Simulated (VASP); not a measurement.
Crystal: Rh.

```xyz
1
Lattice="0.0000 1.8979 1.8979 1.8979 0.0000 1.8979 1.8979 1.8979 0.0000" Properties=species:S:1:pos:R:3 pbc="T T T"
Rh    0.0000    0.0000    0.0000
```

- Program: VASP 6.6.1
- Task: relaxation of cell and atoms
- Functional: revPBE
- Potentials or basis: VASP PAW PBE potentials, release 64 (Rh_pv)
- Cutoff: 600 eV
- k mesh: 12 × 12 × 12
- Occupations: fermi-dirac, width 0.05 eV
- Spin: no spin polarisation

At the start: pressure 10.8 GPa; volume 13.67 Å³/atom.

Question: Where does the relaxation end?

Answer: Over 4 steps the energy falls by 17.4 meV/atom and the volume is 14.22 Å³/atom (+4.0 %); space group Fm-3m (No. 225, to 0.1 Å) before and after.

The path:
| step | energy change (eV) | largest force (eV/Å) | pressure (GPa) | volume (Å³) |
| --- | --- | --- | --- | --- |
| 1 | 0.0000 | 0.0000 | 10.77 | 13.67 |
| 2 | 0.0637 | 0.0000 | -17.37 | 15.57 |
| 3 | -0.0174 | 0.0000 | -0.31 | 14.24 |
| 4 | -0.0174 | 0.0000 | -0.02 | 14.22 |

Final structure:
```yaml
crystal:
  lattice:
    - [0.00000, 1.92290, 1.92290]
    - [1.92290, 0.00000, 1.92290]
    - [1.92290, 1.92290, 0.00000]
  atoms:
    - { symbol: Rh, position: [0.00000, 0.00000, 0.00000] }
```

Caveat: the PAW data sets were made with another functional, which shifts forces and pressure a little.
